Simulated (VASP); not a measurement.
# Te (C2/m) in VASP: single point with PBEsol

Aim: the single point of Te with PBEsol.

Program: VASP 6.6.1. These are calculated values, not measurements. Logs are shortened: lines on timing, memory, paths and dates and some standing lists are left out, and cuts for length are marked.

## Step 1: The cell of the first run

Symmetry: C2/m, No. 12, monoclinic system. Conventional cell: a = 7.942 Å, b = 4.549 Å, c = 6.264 Å, α = 90.00°, β = 90.93°, γ = 90.00°. Te (site symmetry m) has 6 Te at 3.30 to 3.43 Å within 4.3 Å. Within 4.3 Å of Te (site symmetry 2/m) lie 6 Te at 3.30 to 3.41 Å.

## Step 2: Single point, PBEsol (strained)

File INCAR:

```
SYSTEM = Te
ALGO     = Normal         ! electronic algorithm
EDIFF    = 1E-7           ! SCF threshold, eV
ENCUT    = 520            ! plane-wave cutoff, eV
GGA      = PS             ! functional
ISIF     = 2              ! what is computed and relaxed
ISMEAR   = 0              ! smearing method
LASPH    = .True.         ! aspherical terms in the spheres
LCHARG   = .True.         ! write CHGCAR
LELF     = .True.         ! ELF
LREAL    = .False.        ! projectors in reciprocal space
LVHAR    = .True.       
LWAVE    = .False.        ! write WAVECAR
NBANDS   = 16             ! bands
NELM     = 60             ! most SCF steps
PREC     = Accurate       ! precision mode
SIGMA    = 0.1            ! smearing width, eV
```

File KPOINTS:

```
k-points
0
Gamma
  12 12 8
  0 0 0
```

File POSCAR:

```
Te
1.0
    3.9712290638     -2.2744954309     -0.0010314781
    3.9712290638      2.2744954309     -0.0010314781
   -0.0996298439      0.0000000000      6.2633270284
Te
3
Direct
    0.6748327137      0.6748327137      0.6648888313
    0.3251672863      0.3251672863      0.3351111687
    0.0000000000      0.0000000000      0.0000000000
```

Potentials or basis: VASP PAW PBE potentials, release 64 (Te).

Launch:

```console
> cat potpaw_PBE.64/Te/POTCAR > POTCAR
> mpirun -np 1 vasp_std > vasp.out
```

OUTCAR:

```text
SYSTEM = Te
   EDIFF = 1E-7
   ENCUT = 520
   GGA = PS
   ISIF = 2
   ISMEAR = 0
   LASPH = .True.
   LREAL = .False.
   NELM = 60
   PREC = Accurate

 ion  position               nearest neighbor table
   1  0.675  0.675  0.665-   3 3.30   2 3.31   2 3.31   3 3.41   3 3.41   2 3.43
   2  0.325  0.325  0.335-   3 3.30   1 3.31   1 3.31   3 3.41   3 3.41   1 3.43
   3  0.000  0.000  0.000-   1 3.30   2 3.30   1 3.41   1 3.41   2 3.41   2 3.41

  LATTYP: Found a base centered monoclinic cell.
 ALAT       =     7.9424583955
 B/A-ratio  =     0.5727434297
 C/A-ratio  =     0.7886877167
 COS(beta)  =    -0.0161645487

  Lattice vectors:

 A1 = (   3.9712290638,  -2.2744954309,  -0.0010314781)
 A2 = (   3.9712290638,   2.2744954309,  -0.0010314781)
 A3 = (  -0.0996298439,   0.0000000000,   6.2633270284)

Analysis of symmetry for initial positions (statically):
=====================================================================
 Subroutine PRICEL returns:
 Original cell was already a primitive cell.

 Routine SETGRP: Setting up the symmetry group for a
 base centered monoclinic supercell.

 Subroutine GETGRP returns: Found  4 space group operations
 (whereof  4 operations were pure point group operations)
 out of a pool of  4 trial point group operations.

The static configuration has the point symmetry C_2h.

Analysis of symmetry for dynamics (positions and initial velocities):
=====================================================================
 Subroutine PRICEL returns:
 Original cell was already a primitive cell.

 Routine SETGRP: Setting up the symmetry group for a
 base centered monoclinic supercell.

 Subroutine GETGRP returns: Found  4 space group operations
 (whereof  4 operations were pure point group operations)
 out of a pool of  4 trial point group operations.

The dynamic configuration has the point symmetry C_2h.

 Subroutine INISYM returns: Found  4 space group operations
 (whereof  4 operations are pure point group operations),
 and found     1 'primitive' translations

----------------------------------------------------------------------------------------

                                     Primitive cell

  volume of cell :     113.1471

  direct lattice vectors                    reciprocal lattice vectors
     3.971229064 -2.274495431 -0.001031478     0.125906126 -0.219828975  0.002002771
     3.971229064  2.274495431 -0.001031478     0.125906126  0.219828975  0.002002771
[... 88 lines left out ...]
   LREAL  =      F    real-space projection
   EDIFFG = 0.1E-05   stopping-criterion for IOM
   NSW    =      0    number of steps for IOM
   IBRION =     -1    ionic relax: 0-MD 1-quasi-New 2-CG
   NFREE  =      0    steps in history (QN), initial steepest desc. (CG)
   ISIF   =      2    stress and relaxation
   ISYM   =      2    0-nonsym 1-usesym 2-fastsym
   POTIM  = 0.5000    time-step for ionic-motion
   TEBEG  =    0.0;   TEEND  =   0.0 temperature during run
   PSTRESS=    0.0 pullay stress
   NELECT =      18.0000    total number of electrons
   NUPDOWN=      -1.0000    fix difference up-down
   EMIN   =  10.00;   EMAX   =-10.00  energy-range for DOS
   EFERMI =   0.00;   METHOD = LEGACY
   ISMEAR =     0;   SIGMA  =   0.10  broadening in eV -4-tet -1-fermi 0-gaus
   EFERMI_NEDOS =   21; number of points for ismear=-14 and -15
   IALGO  =     38    algorithm
   IMIX   =      4    mixing-type and parameters
     AMIX     =   0.40;   BMIX     =  1.00
     AMIX_MAG =   1.60;   BMIX_MAG =  1.00
  volume/ion in A,a.u.               =      37.72       254.52
  Fermi-wavevector in a.u.,A,eV,Ry     =   0.887056  1.676294 10.706003  0.786869
  Thomas-Fermi vector in A             =   2.008304
   LORBIT       =      0    0 simple, 1 ext, 2 COOP (PROOUT), +10 PAW based schemes
   GGA     = PS    functional components
   LHFCALC =     F    Hartree Fock is set to
   AEXX    =    0.0000 exact exchange contribution
   IVDW    =     0    specifies the selected vdW correction
   LEPSILON=     F    determine dielectric tensor
   LRPA    =     F    only Hartree local field effects (RPA)
 non-spin polarized calculation
 Gauss-broadening in eV      SIGMA  =   0.10
  energy-cutoff  :      520.00
  volume of cell :      113.15
 maximum number of plane-waves:      3097
 NGX is ok and might be reduce to    36
   NGX = 17   NGY = 17   NGZ = 23

 number of electron      17.9999999 magnetization

 Free energy of the ion-electron system (eV)
  ---------------------------------------------------
  ext. energy  EPLUGINS =         0.00000000
  ---------------------------------------------------
  free energy    TOTEN  =        -9.97499150 eV

  energy without entropy =       -9.96634582  energy(sigma->0) =       -9.97066866

 E-fermi :   4.5219     XC(G=0):  -8.8420

 val. band max:        4.5144893111   @ k =   0.5000   0.2500   0.5000
 cond. band min:       4.5236380869   @ k =   0.5000   0.5000   0.0000
 fundamental gap:      0.0091487758
 Fermi energy:         4.5218515755

 k-point     1 :       0.0000    0.0000    0.0000
  band No.  band energies     occupation
      1      -8.0694      2.00000
      2      -5.5491      2.00000
      3      -5.5291      2.00000
      4       2.4516      2.00000
      5       2.5153      2.00000
      6       2.6701      2.00000
[... 433 lines left out ...]
      3      -5.6440      2.00000
      4       0.8482      2.00000
      5       1.0876      2.00000
      6       1.2341      2.00000
[... 8 lines left out ...]
     15      11.4159      0.00000
     16      13.1944      0.00000

 [... further k-points ...]

------------------------ aborting loop because EDIFF is reached ----------------------------------------

  FORCE on cell =-STRESS in cart. coord.  units (eV):
  Direction    XX          YY          ZZ          XY          YZ          ZX
  --------------------------------------------------------------------------------------
  -------------------------------------------------------------------------------------
  Total       -4.5645800     -4.5775258     -5.9964296      0.0000000      0.0000000      0.1599234
  in kB      -64.6350530    -64.8183676    -84.9102309      0.0000000      0.0000000      2.2645369
  external PRESSURE =     -71.4545505 kB  Pullay stress =       0.0000000 kB

 VOLUME and BASIS-vectors are now :
 -----------------------------------------------------------------------------
  energy-cutoff  :      520.00
  volume of cell :      113.15
      direct lattice vectors                 reciprocal lattice vectors
     3.971229064 -2.274495431 -0.001031478     0.125906126 -0.219828975  0.002002771
     3.971229064  2.274495431 -0.001031478     0.125906126  0.219828975  0.002002771
    -0.099629844  0.000000000  6.263327028     0.000041470  0.000000000  0.159660214

 POSITION                                       TOTAL-FORCE (eV/Angst)
 -----------------------------------------------------------------------------------
      5.29359      0.00000      4.16302         0.225828      0.000000     -0.030019
      2.54924      0.00000      2.09824        -0.225828      0.000000      0.030019
      0.00000      0.00000      0.00000         0.000000      0.000000      0.000000
 -----------------------------------------------------------------------------------
    total drift:                               -0.000000      0.000000     -0.000000

  FREE ENERGIE OF THE ION-ELECTRON SYSTEM (eV)
  ---------------------------------------------------
  free  energy   TOTEN  =        -9.9749914957 eV

  energy  without entropy=       -9.9663458224  energy(sigma->0) =       -9.97066866
```

OSZICAR:

```text
N       E                     dE             d eps       ncg     rms          rms(c)
DAV:   1     0.653303043210E+02    0.65330E+02   -0.62153E+03 10240   0.874E+02
DAV:   2    -0.567503191855E+01   -0.71005E+02   -0.67737E+02 13904   0.130E+02
DAV:   3    -0.991064508969E+01   -0.42356E+01   -0.42076E+01 11912   0.343E+01
DAV:   4    -0.998354078225E+01   -0.72896E-01   -0.72880E-01 16128   0.539E+00
DAV:   5    -0.998446851659E+01   -0.92773E-03   -0.92773E-03 13072   0.526E-01    0.945E+00
DAV:   6    -0.997637082359E+01    0.80977E-02   -0.17125E-02 13920   0.618E-01    0.586E+00
DAV:   7    -0.997669386003E+01   -0.32304E-03   -0.31729E-02 12272   0.869E-01    0.460E-01
DAV:   8    -0.997512340233E+01    0.15705E-02   -0.55102E-03 12864   0.405E-01    0.310E-01
DAV:   9    -0.997504086133E+01    0.82541E-04   -0.79481E-04 13880   0.140E-01    0.120E-01
DAV:  10    -0.997499510922E+01    0.45752E-04   -0.19774E-04 12536   0.657E-02    0.694E-02
DAV:  11    -0.997499230510E+01    0.28041E-05   -0.18957E-05 13176   0.238E-02    0.809E-03
DAV:  12    -0.997499162092E+01    0.68418E-06   -0.13427E-06 14504   0.655E-03    0.397E-03
DAV:  13    -0.997499145454E+01    0.16638E-06   -0.32420E-07 13216   0.295E-03    0.402E-03
DAV:  14    -0.997499149570E+01   -0.41162E-07   -0.11984E-08  8816   0.671E-04
   1 F= -.99749915E+01 E0= -.99706687E+01  d E =-.864567E-02
```

stdout:

```text
POSCAR found type information on POSCAR Te
 POSCAR found :  1 types and       3 ions
 scaLAPACK will be used
 -----------------------------------------------------------------------------
|                                                                             |
|                                                                             |
|     You enforced a specific xc type in the INCAR file but a different       |
|     I HOPE YOU KNOW WHAT YOU ARE DOING!                                     |
|                                                                             |
 -----------------------------------------------------------------------------

 LDA part: xc-table for (Slater+PW92), standard interpolation
 POSCAR, INCAR and KPOINTS ok, starting setup
 FFT: planning ... GRIDC
 FFT: planning ... GRID_SOFT
 FFT: planning ... GRID
 WAVECAR not read
 entering main loop
```

It took 9.9 min on 1 thread of Intel Xeon 8259CL, shared host; peak memory 0.58 GiB.

What came out:

| Property | Result |
| --- | --- |
| Free energy | -9.9750 eV |
| Pressure | -7.1 GPa |
| Largest force | 0.228 eV/Å |
| Band gap on the k mesh | zero (bands 9 and 10 overlap by 0.40 eV) |

Forces on the atoms (eV/Å):
```
Te   0.226  0.000 -0.030
Te  -0.226  0.000  0.030
Te   0.000  0.000  0.000
```

Stress tensor (GPa, compression positive):
```
-6.46  0.00  0.23
 0.00 -6.48  0.00
 0.23  0.00 -8.49
```

Caveat: the cell differs from its parent crystal (strained); the cell stands under tension; the PAW data sets were made with another functional, which shifts forces and pressure a little; spin-orbit coupling is left out, which moves the levels of the heavy elements.
